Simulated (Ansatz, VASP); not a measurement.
# Ta2AlF3 in VASP and in Ansatz

INCAR

```
PREC     = Accurate       # precision mode
ENCUT    = 600            # plane-wave cutoff, eV
EDIFF    = 1E-7           # SCF threshold, eV
ISMEAR   = 0              # smearing method
SIGMA    = 0.1            # smearing width, eV
LREAL    = F              # projectors in reciprocal space
LASPH    = T              # aspherical terms in the spheres
NELM     = 60             # most SCF steps
ALGO     = Normal         # electronic algorithm
ISIF     = 3              # what is computed and relaxed
LWAVE    = F              # write WAVECAR
LCHARG   = F              # write CHGCAR
GGA      = PE             # functional
IBRION   = 2              # ionic algorithm
NSW      = 90             # ionic steps
EDIFFG   = -0.04          # ionic threshold
```

KPOINTS

```
regular mesh
0
Gamma
  6 6 6
```

Contents of POSCAR:

```
Ta2AlF3
1.0
    5.5544174300      0.0000000000      0.0000000000
   -2.7772087100      4.8102666000      0.0000000000
    0.0000000000      0.0000000000      3.0350859600
Ta Al F
2 1 3
Direct
    0.6666666700      0.3333333300      0.0000000000
    0.3333333300      0.6666666700      0.0000000000
    0.0000000000      0.0000000000      0.0000000000
    0.0000000000      0.5000000000      0.5000000000
    0.5000000000      0.0000000000      0.5000000000
    0.5000000000      0.5000000000      0.5000000000
```

Input for Ansatz:

```yaml
crystal:
  lattice:
    - [5.55441743, 0.0, 0.0]
    - [-2.77720871, 4.8102666, 0.0]
    - [0.0, 0.0, 3.03508596]
  atoms:
    - { symbol: Ta, position: [0.66666667, 0.33333333, 0.0] }
    - { symbol: Ta, position: [0.33333333, 0.66666667, 0.0] }
    - { symbol: Al, position: [0.0, 0.0, 0.0] }
    - { symbol: F, position: [0.0, 0.5, 0.5] }
    - { symbol: F, position: [0.5, 0.0, 0.5] }
    - { symbol: F, position: [0.5, 0.5, 0.5] }
basis:
  ecutwfc: 420
kpoints:
  mp_grid: { grid: [6, 6, 6] }
hamiltonian:
  xc: pbe
scf:
  occupations: { method: gaussian, width: 0.1 }
  lower_state_search: "off"
output:
  forces: true
  stress: true
  eigenvalues: true
relax:
  adjacent_minimum: "off"
  f_tol: 0.04
  max_steps: 70
  cell: { stress_tol: 0.4 }
```

Change from the starting cell: species swapped into the PrB2Ru3 type (P6/mmm, No. 191).

Alike in both runs: task relaxation of cell and atoms; functional PBE; k mesh 6 × 6 × 6; occupations gaussian, width 0.1 eV; no spin polarisation.

|  | VASP | Ansatz |
| --- | --- | --- |
| version | VASP 6.6.1 | Ansatz 0.2.0 |
| potentials or method | VASP PAW PBE potentials, release 64 (Ta_pv, Al, F), cutoff 600 eV | scalar-relativistic, plane waves, PAW |
| valence electrons in the cell | 46 | 50 |

|  | VASP | Ansatz | Ansatz less VASP |
| --- | --- | --- | --- |
| gap on the k mesh at the Fermi level, each at its own relaxed structure (eV) | none | none | - |
| relaxed volume (Å³/atom) | 13.73 | 13.81 | +0.076 |
| relaxed length of the cell vector where the two differ most in proportion (Å) | 3.823 | 3.847 | +0.0239 |

A gap of «none» marks a metal or a gap that the smearing closes. VASP's potentials hold 46 valence electrons a cell and Ansatz's 50, so a difference there can come from the potentials and not from the codes.

Neither program's run includes spin-orbit coupling.
